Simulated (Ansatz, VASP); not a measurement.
Two plane-wave programs on KAlPb3

Contents of INCAR:

```
ALGO = Normal
EDIFF = 1E-7
EDIFFG = -0.04
ENCUT = 500
GGA = PE
GGA_COMPAT = F
IBRION = 2
ISIF = 3
ISMEAR = 0
LASPH = T
LCHARG = F
LREAL = F
LWAVE = F
NELM = 120
NELMIN = 4
NSW = 90
PREC = Accurate
SIGMA = 0.1
```

File KPOINTS:

```
k-points
0
Gamma
  3 3 4
```

POSCAR

```
KAlPb3
1.0
    7.3446343079      0.0000000000      0.0000000000
   -3.6723171539      6.3606398921      0.0000000000
    0.0000000000      0.0000000000      6.2749007142
K Al Pb
2 2 6
Direct
    0.3333333333      0.6666666667      0.7500000000
    0.6666666667      0.3333333333      0.2500000000
    0.0000000000      0.0000000000      0.5000000000
    0.0000000000      0.0000000000      0.0000000000
    0.1460000000      0.2919999999      0.2500000000
    0.8540000000      0.1460000000      0.7500000000
    0.8540000000      0.7080000001      0.7500000000
    0.1460000000      0.8540000000      0.2500000000
    0.7080000001      0.8540000000      0.2500000000
    0.2919999999      0.1460000000      0.7500000000
```

Input for Ansatz:

```yaml
crystal:
  lattice:
    - [7.3446343079, 0.0, 0.0]
    - [-3.6723171539, 6.3606398921, 0.0]
    - [0.0, 0.0, 6.2749007142]
  atoms:
    - { symbol: K, position: [0.3333333333, 0.6666666667, 0.75] }
    - { symbol: K, position: [0.6666666667, 0.3333333333, 0.25] }
    - { symbol: Al, position: [0.0, 0.0, 0.5] }
    - { symbol: Al, position: [0.0, 0.0, 0.0] }
    - { symbol: Pb, position: [0.146, 0.2919999999, 0.25] }
    - { symbol: Pb, position: [0.854, 0.146, 0.75] }
    - { symbol: Pb, position: [0.854, 0.7080000001, 0.75] }
    - { symbol: Pb, position: [0.146, 0.854, 0.25] }
    - { symbol: Pb, position: [0.7080000001, 0.854, 0.25] }
    - { symbol: Pb, position: [0.2919999999, 0.146, 0.75] }
basis:
  ecutwfc: 420
kpoints:
  mp_grid: { grid: [3, 3, 4] }
hamiltonian:
  xc: pbe
scf:
  occupations: { method: gaussian, width: 0.1 }
  lower_state_search: "off"
output:
  forces: true
  stress: true
  eigenvalues: true
relax:
  adjacent_minimum: "off"
  f_tol: 0.04
  max_steps: 70
  cell: { stress_tol: 0.4 }
```

Alike in both runs: task relaxation of cell and atoms; functional PBE; k mesh 3 × 3 × 4; occupations gaussian, width 0.1 eV; no spin polarisation.

|  | VASP | Ansatz |
| --- | --- | --- |
| version | VASP 6.6.1 | Ansatz 0.2.0 |
| potentials or method | VASP PAW PBE potentials, release 64 (K_sv, Al, Pb_d), cutoff 500 eV | scalar-relativistic, plane waves, PAW |
| valence electrons in the cell | 108 | 108 |

```csv
,VASP,Ansatz,Ansatz less VASP
"gap on the k mesh at the Fermi level, each at its own relaxed structure (eV)",none,none,-
relaxed volume (Å³/atom),34.43,32.46,-1.971
relaxed length of the cell vector where the two differ most in proportion (Å),7.959,5.576,-2.3832
```

A gap of «none» marks a metal or a gap that the smearing closes. One of these differences is far larger than is usual between the two programs; its cause wasn't traced.

Spin-orbit coupling is off throughout. Noted on VASP's run: the volume moved by over 15 % at a fixed basis, so the end points are rough.
